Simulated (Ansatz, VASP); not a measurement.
## Two plane-wave programs on Al

```xyz
6
Lattice="2.8394 0.0000 0.0000 -1.4197 2.4590 0.0000 0.0000 0.0000 26.5920" Properties=species:S:1:pos:R:3 pbc="T T T"
Al    1.4197    0.8197    7.5000
Al    0.0000    1.6394    9.8184
Al    0.0000    0.0000   12.1368
Al    1.4197    0.8197   14.4552
Al    0.0000    1.6394   16.7736
Al    0.0000    0.0000   19.0920
```

Alike in both runs: task single point; functional PBEsol; k mesh 12 × 12 × 1; occupations gaussian, width 0.1 eV; no spin polarisation.

```csv
,VASP,Ansatz
version,VASP 6.6.1,Ansatz 0.2.0
potentials or method,"VASP PAW PBE potentials, release 64 (Al), cutoff 520 eV","scalar-relativistic, plane waves, PAW"
valence electrons in the cell,18,18
```

```csv
,VASP,Ansatz,Ansatz less VASP
gap on the k mesh at the Fermi level (eV),none,none,-
rms of the force components (eV/Å),0.047,0.046,-0.0005
```

VASP's potentials were made for PBE, not for PBEsol. Atom by atom the forces differ by 0.001 eV/Å (rms over components). A gap of «none» marks a metal or a gap that the smearing closes. Ansatz's warnings: xc potential rough in thin density.
